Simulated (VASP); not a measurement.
Input of a VASP 6.6.1 run:

File INCAR:

```
PREC = Accurate
ENCUT = 600
EDIFF = 1E-6
ISMEAR = 0
SIGMA = 0.05
LREAL = False
LASPH = True
NELM = 120
ALGO = Normal
ISIF = 2
LWAVE = False
LCHARG = False
GGA = PS
NBANDS = 11
GGA_COMPAT = False
```

File KPOINTS:

```
regular mesh
0
Gamma
  6 6 6
```

File POSCAR:

```
MgO
1.0
    0.0000000000      2.2766075815      2.2766075815
    2.2766075815      0.0000000000      2.2766075815
    2.2766075815      2.2766075815      0.0000000000
Mg O
1 1
Direct
    0.0000000000      0.0000000000      0.0000000000
    0.2500000000      0.2500000000      0.2500000000
```

Potentials or basis: VASP PAW PBE potentials, release 64 (Mg, O).

Command:

```sh
$ cat potpaw_PBE.64/Mg/POTCAR potpaw_PBE.64/O/POTCAR > POTCAR
$ mpirun -np 1 vasp_std > vasp.out
```

(1) Estimate the pressure.

(2) Estimate the band gap on the k mesh.

Answers

(1) 1.4 GPa.

(2) 3.57 eV, direct.

Caveat: the PAW data sets were made with another functional, which shifts forces and pressure a little.
